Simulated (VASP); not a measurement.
# Mg (I4/mmm) in VASP: single point with PBEsol

Aim: the single point of Mg with PBEsol.

Everything below comes from runs of VASP 6.6.1. Logs are shortened: lines on timing, memory, paths and dates and some standing lists are left out, and cuts for length are marked.

## 1. The cell of the first run

It takes space group I4/mmm (No. 139, tetragonal). Conventional cell: a = 3.317 Å, b = 3.317 Å, c = 4.489 Å, α = 90.00°, β = 90.00°, γ = 90.00°. Within 4.3 Å of Mg (site symmetry 4/mmm) lie 12 Mg at 3.25 to 3.32 Å.

## 2. Single point, PBEsol (strain +0.0450 x Voigt [1, 1, 0, 0, 0, 0])

INCAR

```
  PREC = Accurate
  ENCUT = 520
  EDIFF = 1E-6
  ISMEAR = 0
  SIGMA = 0.15
  LREAL = False
  LASPH = True
  NELM = 60
  ALGO = Normal
  ISIF = 2
  LWAVE = False
  LCHARG = False
  GGA = PS
  NBANDS = 7
```

KPOINTS

```
Automatic mesh
0
Gamma
  18 18 18
```

POSCAR

```
Mg
1.0
    0.0000000000      2.3452475200      2.2442560000
    2.3452475200      0.0000000000      2.2442560000
    2.3452475200      2.3452475200      0.0000000000
Mg
1
Direct
    0.0000000000      0.0000000000      0.0000000000
```

Potentials or basis: VASP PAW PBE potentials, release 64 (Mg).

The run is started by

```bash
> cat potpaw_PBE.64/Mg/POTCAR > POTCAR
> mpirun -np 1 vasp_std > vasp.out
```

OUTCAR:

```text
PREC = Accurate
   ENCUT = 520
   EDIFF = 1E-6
   ISMEAR = 0
   LREAL = False
   LASPH = True
   NELM = 60
   ISIF = 2
   GGA = PS

 ion  position               nearest neighbor table
   1  0.000  0.000  0.000-

  LATTYP: Found a body centered tetragonal cell.
 ALAT       =     3.3166808499
 C/A-ratio  =     1.3533144138

  Lattice vectors:

 A1 = (   0.0000000000,  -2.3452475200,  -2.2442560000)
 A2 = (   0.0000000000,   2.3452475200,  -2.2442560000)
 A3 = (   2.3452475200,   0.0000000000,   2.2442560000)

Analysis of symmetry for initial positions (statically):
=====================================================================
 Subroutine PRICEL returns:
 Original cell was already a primitive cell.

 Routine SETGRP: Setting up the symmetry group for a
 body centered tetragonal supercell.

 Subroutine GETGRP returns: Found 16 space group operations
 (whereof 16 operations were pure point group operations)
 out of a pool of 16 trial point group operations.

The static configuration has the point symmetry D_4h.

Analysis of symmetry for dynamics (positions and initial velocities):
=====================================================================
 Subroutine PRICEL returns:
 Original cell was already a primitive cell.

 Routine SETGRP: Setting up the symmetry group for a
 body centered tetragonal supercell.

 Subroutine GETGRP returns: Found 16 space group operations
 (whereof 16 operations were pure point group operations)
 out of a pool of 16 trial point group operations.

The dynamic configuration has the point symmetry D_4h.

 Subroutine INISYM returns: Found 16 space group operations
 (whereof 16 operations are pure point group operations),
 and found     1 'primitive' translations

----------------------------------------------------------------------------------------

                                     Primitive cell

  volume of cell :      24.6877

  direct lattice vectors                    reciprocal lattice vectors
     0.000000000  2.345247520  2.244256000    -0.213197113  0.213197113  0.222790983
     2.345247520  0.000000000  2.244256000     0.213197113 -0.213197113  0.222790983
     2.345247520  2.345247520  0.000000000     0.213197113  0.213197113 -0.222790983

  length of vectors
     3.246054670  3.246054670  3.316680850     0.374889103  0.374889103  0.374889103

  position of ions in fractional coordinates (direct lattice)
     0.000000000  0.000000000  0.000000000

  ion indices of the primitive-cell ions
   primitive index   ion index
                 1           1

----------------------------------------------------------------------------------------

 KPOINTS: Automatic mesh

Automatic generation of k-mesh.
 Grid dimensions read from file:
 generate k-points for:   18   18   18

 Generating k-lattice:

  Cartesian coordinates                     Fractional coordinates (reciprocal lattice)
    -0.011844284  0.011844284  0.012377277     0.055555556 -0.000000000  0.000000000
     0.011844284 -0.011844284  0.012377277    -0.000000000  0.055555556  0.000000000
     0.011844284  0.011844284 -0.012377277     0.000000000  0.000000000  0.055555556

  Length of vectors
     0.020827172  0.020827172  0.020827172

  Shift w.r.t. Gamma in fractional coordinates (k-lattice)
     0.000000000  0.000000000  0.000000000

 Subroutine IBZKPT returns following result:
 ===========================================

 Found    480 irreducible k-points:

 Following reciprocal coordinates:
            Coordinates               Weight
  0.000000  0.000000  0.000000      1.000000
  0.055556  0.000000  0.000000      8.000000
  0.111111  0.000000  0.000000      8.000000
  0.166667  0.000000  0.000000      8.000000
  0.222222  0.000000  0.000000      8.000000
  0.277778  0.000000  0.000000      8.000000
[... 16 lines left out ...]
 -0.277778  0.055556  0.000000      8.000000
 -0.222222  0.055556  0.000000      8.000000
 [... further k-points ...]
   k-points           NKPTS =    480   k-points in BZ     NKDIM =    480   number of bands    NBANDS=      7
   number of dos      NEDOS =    301   number of ions     NIONS =      1
   total plane-waves  NPLWV =  16128
   dimension x,y,z NGX =    24 NGY =   24 NGZ =   28
   dimension x,y,z NGXF=    48 NGYF=   48 NGZF=   56
   ions per type =               1
   NGX,Y,Z   is equivalent  to a cutoff of  12.29, 12.29, 14.03 a.u.
   NGXF,Y,Z  is equivalent  to a cutoff of  24.58, 24.58, 28.07 a.u.
 SYSTEM =  unknown system
   PREC   = accura    normal or accurate (medium, high low for compatibility)
   ISTART =      0    job   : 0-new  1-cont  2-samecut
   ICHARG =      2    charge: 1-file 2-atom 10-const
   ISPIN  =      1    spin polarized calculation?
   LNONCOLLINEAR =      F non collinear calculations
   LSORBIT =      F    spin-orbit coupling
   LASPH  =      T    aspherical Exc in radial PAW
   ENCUT  =  520.0 eV  38.22 Ry    6.18 a.u.   6.04  6.04  6.17*2*pi/ulx,y,z
   NELM   =     60;   NELMIN=  2; NELMDL= -5     # of ELM steps
   EDIFF  = 0.1E-05   stopping-criterion for ELM
   LREAL  =      F    real-space projection
   EDIFFG = 0.1E-04   stopping-criterion for IOM
   NSW    =      0    number of steps for IOM
[... 5 lines left out ...]
   TEBEG  =    0.0;   TEEND  =   0.0 temperature during run
   PSTRESS=    0.0 pullay stress
   NELECT =       2.0000    total number of electrons
   NUPDOWN=      -1.0000    fix difference up-down
   EMIN   =  10.00;   EMAX   =-10.00  energy-range for DOS
   EFERMI =   0.00;   METHOD = LEGACY
   ISMEAR =     0;   SIGMA  =   0.15  broadening in eV -4-tet -1-fermi 0-gaus
   EFERMI_NEDOS =   21; number of points for ismear=-14 and -15
   IALGO  =     38    algorithm
   IMIX   =      4    mixing-type and parameters
     AMIX     =   0.40;   BMIX     =  1.00
     AMIX_MAG =   1.60;   BMIX_MAG =  1.00
  volume/ion in A,a.u.               =      24.69       166.60
  Fermi-wavevector in a.u.,A,eV,Ry     =   0.708367  1.338619  6.827181  0.501784
  Thomas-Fermi vector in A             =   1.794663
   LORBIT       =      0    0 simple, 1 ext, 2 COOP (PROOUT), +10 PAW based schemes
   GGA     = PS    functional components
   LHFCALC =     F    Hartree Fock is set to
   AEXX    =    0.0000 exact exchange contribution
   IVDW    =     0    specifies the selected vdW correction
   LEPSILON=     F    determine dielectric tensor
   LRPA    =     F    only Hartree local field effects (RPA)
 non-spin polarized calculation
 Gauss-broadening in eV      SIGMA  =   0.15
  energy-cutoff  :      520.00
  volume of cell :       24.69
 maximum number of plane-waves:       680
   NGX = 13   NGY = 13   NGZ = 13

 number of electron       2.0000000 magnetization

 Free energy of the ion-electron system (eV)
  ---------------------------------------------------
  ext. energy  EPLUGINS =         0.00000000
  ---------------------------------------------------
  free energy    TOTEN  =        -1.69399898 eV

  energy without entropy =       -1.68861362  energy(sigma->0) =       -1.69130630

 E-fermi :   2.1917     XC(G=0):  -8.3096

 val. band max:        2.1869081435   @ k =  -0.3889   0.1111   0.5000
 cond. band min:       2.1998033239   @ k =  -0.2778   0.3889   0.2222
 fundamental gap:      0.0128951804
 Fermi energy:         2.1917302598

 k-point     1 :       0.0000    0.0000    0.0000
  band No.  band energies     occupation
      1      -4.3959      2.00000
      2      14.0397      0.00000
      3      14.0397      0.00000
      4      14.3378      0.00000
      5      15.6297      0.00000
      6      15.7275      0.00000
      7      15.7275      0.00000

 k-point     2 :       0.0556    0.0000    0.0000
  band No.  band energies     occupation
      1      -4.3305      2.00000
      2      12.9553      0.00000
      3      13.8339      0.00000
      4      14.0629      0.00000
      5      15.8475      0.00000
      6      15.9697      0.00000
      7      16.0426      0.00000

 k-point     3 :       0.1111    0.0000    0.0000
  band No.  band energies     occupation
      1      -4.1345      2.00000
      2      11.2118      0.00000
      3      13.4478      0.00000
      4      13.7223      0.00000
      5      15.6984      0.00000
      6      16.6055      0.00000
      7      16.7374      0.00000

 k-point     4 :       0.1667    0.0000    0.0000
  band No.  band energies     occupation
      1      -3.8086      2.00000
      2       9.4595      0.00000
      3      13.0827      0.00000
      4      13.4194      0.00000
      5      15.4644      0.00000
      6      16.6733      0.00000
      7      17.3481      0.00000

 k-point     5 :       0.2222    0.0000    0.0000
  band No.  band energies     occupation
      1      -3.3541      2.00000
      2       7.7715      0.00000
      3      12.7960      0.00000
      4      13.1974      0.00000
      5      15.2561      0.00000
      6      15.8200      0.00000
      7      16.7459      0.00000

 k-point     6 :       0.2778    0.0000    0.0000
  band No.  band energies     occupation
      1      -2.7727      2.00000
      2       6.1701      0.00000
      3      12.6047      0.00000
      4      13.0695      0.00000
      5      15.0397      0.00000
      6      15.1057      0.00000
      7      15.9700      0.00000

 k-point     7 :       0.3333    0.0000    0.0000
  band No.  band energies     occupation
      1      -2.0664      2.00000
      2       4.6661      0.00000
      3      12.5141      0.00000
      4      13.0401      0.00000
      5      14.3638      0.00000
      6      14.9343      0.00000
      7      15.4035      0.00000

 k-point     8 :       0.3889    0.0000    0.0000
  band No.  band energies     occupation
      1      -1.2382      2.00000
      2       3.2662      0.00000
      3      12.5234      0.00000
      4      13.1094      0.00000
      5      13.8033      0.00000
      6      14.5000      0.00000
      7      15.3075      0.00000

 k-point     9 :       0.4444    0.0000    0.0000
  band No.  band energies     occupation
      1      -0.2930      2.00000
      2       1.9775      1.95661
      3      12.6191      0.00000
      4      13.2680      0.00000
      5      13.3759      0.00000
      6      14.0476      0.00000
      7      15.4264      0.00000

 k-point    10 :       0.5000    0.0000    0.0000
  band No.  band energies     occupation
      1       0.6335      2.00000
      2       0.9364      2.00000
      3      12.7083      0.00000
      4      13.1759      0.00000
      5      13.4136      0.00000
      6      13.7997      0.00000
      7      15.5211      0.00000

 k-point    11 :       0.0556    0.0556    0.0000
  band No.  band energies     occupation
      1      -4.3035      2.00000
      2      13.2928      0.00000
      3      13.2928      0.00000
      4      13.5157      0.00000
      5      15.3203      0.00000
      6      16.6225      0.00000
      7      16.6225      0.00000
[... 51 lines left out ...]
 k-point    17 :       0.3889    0.0556    0.0000
  band No.  band energies     occupation
      1      -1.4358      2.00000
      2       3.7210      0.00000
      3      11.6495      0.00000
      4      12.7237      0.00000
      5      13.9494      0.00000
      6      14.9241      0.00000
      7      16.4641      0.00000

 k-point    18 :       0.4444    0.0556    0.0000
  band No.  band energies     occupation
      1      -0.5247      2.00000
      2       2.3998      0.04977
      3      11.7457      0.00000
      4      12.7328      0.00000
      5      13.4503      0.00000
      6      14.4310      0.00000
      7      16.4228      0.00000

 k-point    19 :       0.5000    0.0556    0.0000
  band No.  band energies     occupation
      1       0.4824      2.00000
      2       1.2110      2.00000
      3      11.9519      0.00000
      4      12.5793      0.00000
      5      13.3360      0.00000
      6      14.0479      0.00000
      7      16.1370      0.00000

 k-point    20 :      -0.4444    0.0556    0.0000
  band No.  band energies     occupation
      1       0.0614      2.00000
      2       1.6791      2.00000
      3      12.2677      0.00000
      4      12.2862      0.00000
      5      13.5825      0.00000
      6      13.7762      0.00000
      7      15.8590      0.00000

 k-point    21 :      -0.3889    0.0556    0.0000
  band No.  band energies     occupation
      1      -0.9145      2.00000
      2       2.9307      0.00000
      3      12.0426      0.00000
      4      12.6894      0.00000
      5      13.6195      0.00000
      6      13.9955      0.00000
      7      15.6818      0.00000

 k-point    22 :      -0.3333    0.0556    0.0000
  band No.  band energies     occupation
      1      -1.7773      2.00000
      2       4.2968      0.00000
      3      11.8944      0.00000
      4      13.1873      0.00000
      5      13.6060      0.00000
      6      14.5139      0.00000
      7      15.6334      0.00000

 k-point    23 :      -0.2778    0.0556    0.0000
  band No.  band energies     occupation
      1      -2.5193      2.00000
      2       5.7677      0.00000
      3      11.8522      0.00000
      4      13.5070      0.00000
      5      13.9864      0.00000
      6      15.0702      0.00000
      7      15.7647      0.00000

 k-point    24 :      -0.2222    0.0556    0.0000
  band No.  band energies     occupation
      1      -3.1373      2.00000
      2       7.3350      0.00000
      3      11.9204      0.00000
      4      13.6831      0.00000
      5      14.7170      0.00000
      6      15.4955      0.00000
      7      16.2209      0.00000

 [... further k-points ...]

------------------------ aborting loop because EDIFF is reached ----------------------------------------

  FORCE on cell =-STRESS in cart. coord.  units (eV):
  Direction    XX          YY          ZZ          XY          YZ          ZX
  --------------------------------------------------------------------------------------
  -------------------------------------------------------------------------------------
  Total       -0.4343218     -0.4343218     -0.3690087      0.0000000     -0.0000000      0.0000000
  in kB      -28.1865854    -28.1865854    -23.9479001      0.0000000     -0.0000000      0.0000000
  external PRESSURE =     -26.7736903 kB  Pullay stress =       0.0000000 kB

 VOLUME and BASIS-vectors are now :
 -----------------------------------------------------------------------------
  energy-cutoff  :      520.00
  volume of cell :       24.69
      direct lattice vectors                 reciprocal lattice vectors
     0.000000000  2.345247520  2.244256000    -0.213197113  0.213197113  0.222790983
     2.345247520  0.000000000  2.244256000     0.213197113 -0.213197113  0.222790983
     2.345247520  2.345247520  0.000000000     0.213197113  0.213197113 -0.222790983

 POSITION                                       TOTAL-FORCE (eV/Angst)
 -----------------------------------------------------------------------------------
      0.00000      0.00000      0.00000         0.000000     -0.000000      0.000000
 -----------------------------------------------------------------------------------
    total drift:                               -0.000000      0.000000     -0.000000

  FREE ENERGIE OF THE ION-ELECTRON SYSTEM (eV)
  ---------------------------------------------------
  free  energy   TOTEN  =        -1.6939989827 eV

  energy  without entropy=       -1.6886136213  energy(sigma->0) =       -1.69130630
```

Wall time 74 s (1 thread of Intel Xeon 8259CL, shared host); peak memory 0.21 GiB.

Results:

| Item | Value |
| --- | --- |
| Free energy | -1.6940 eV |
| Pressure | -2.7 GPa |
| Band gap on the k mesh | zero (bands 1 and 2 overlap by 2.68 eV) |

Stress tensor (GPa, compression positive):
```
-2.82  0.00  0.00
 0.00 -2.82  0.00
 0.00  0.00 -2.39
```

Caveat: the cell differs from its parent crystal (strain +0.0450 x Voigt [1, 1, 0, 0, 0, 0]); the PAW data sets were made with another functional, which shifts forces and pressure a little.
